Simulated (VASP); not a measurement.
Here is a VASP 6.6.1 calculation.

Contents of POSCAR:

```
BP
1.0
    0.0000000000      2.2832045400      2.2832045400
    2.2832045400      0.0000000000      2.2832045400
    2.2832045400      2.2832045400      0.0000000000
B P
1 1
Direct
    0.0000000000      0.0000000000      0.0000000000
    0.2500000000      0.2500000000      0.2500000000
```

File INCAR.step1:

```
ALGO = Normal
EDIFF = 1E-4
ENCUT = 520
GGA = PE
ISMEAR = -1
LASPH = True
LCHARG = False
LREAL = False
LWAVE = True
NBANDS = 11
NELM = 60
PREC = Accurate
SIGMA = 0.02
```

INCAR.step2

```
ALGO = Normal
EDIFF = 1E-6
ENCUT = 520
ISIF = 2
ISMEAR = -1
ISTART = 1
LASPH = True
LCHARG = False
LMIXTAU = True
LREAL = False
LWAVE = False
METAGGA = R2SCAN
NBANDS = 11
NELM = 60
PREC = Accurate
SIGMA = 0.02
```

Contents of KPOINTS:

```
k-points
0
Gamma
  10 10 10
```

Potentials or basis: VASP PAW PBE potentials, release 64 (B, P).

The run is started by

```bash
$ cat potpaw_PBE.64/B/POTCAR potpaw_PBE.64/P/POTCAR > POTCAR
$ cp INCAR.step1 INCAR
$ mpirun -np 1 vasp_std > vasp.out
$ cp INCAR.step2 INCAR
$ mpirun -np 1 vasp_std > vasp.out
```

Task: Predict the band gap on the k mesh.

Result: 1.47 eV, indirect (least direct gap 3.61 eV).

Task: Predict the pressure.

Result: -3.7 GPa.

Caveat: the PAW data sets were made with another functional, which shifts forces and pressure a little. A k mesh can miss the band edges.
